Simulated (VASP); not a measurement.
BAs, 2 atoms in the cell. The structure is cubic, space group F-43m (No. 216). Conventional cell: a = 4.784 Å, b = 4.784 Å, c = 4.784 Å, α = 90.00°, β = 90.00°, γ = 90.00°. B (site symmetry -43m) has 4 As at 2.07 Å within 2.7 Å. Within 2.7 Å of As (site symmetry -43m) lie 4 B at 2.07 Å. 

| Property | Result |
| --- | --- |
| Program | VASP 6.6.1 |
| Task | single point |
| Functional | r2SCAN |
| Potentials or basis | VASP PAW PBE potentials, release 64 (B, As) |
| Cutoff | 520 eV |
| k mesh | 8 × 8 × 8 |
| Occupations | fermi-dirac, width 0.02 eV |
| Spin | no spin polarisation |
| Dipole correction | no |
| Further INCAR settings | ALGO = Normal; EDIFF = 1e-06; NBANDS = 11 |

Potentials or basis: VASP PAW PBE potentials, release 64 (B, As).

Launch:

```console
$ cat potpaw_PBE.64/B/POTCAR potpaw_PBE.64/As/POTCAR > POTCAR
$ cp INCAR.step1 INCAR
$ mpirun -np 1 vasp_std > vasp.out
$ cp INCAR.step2 INCAR
$ mpirun -np 1 vasp_std > vasp.out
```

Hardware: 1 thread of AMD EPYC 7R43 64-Core Processor (Zen 3) (shared host).

Problem. How long does it take, and how much memory?

Solution. Run time: 77 s on 1 thread of AMD EPYC 7R43 64-Core Processor (Zen 3), with other jobs on the host, peak memory 0.13 GiB. Counts: k points 29.
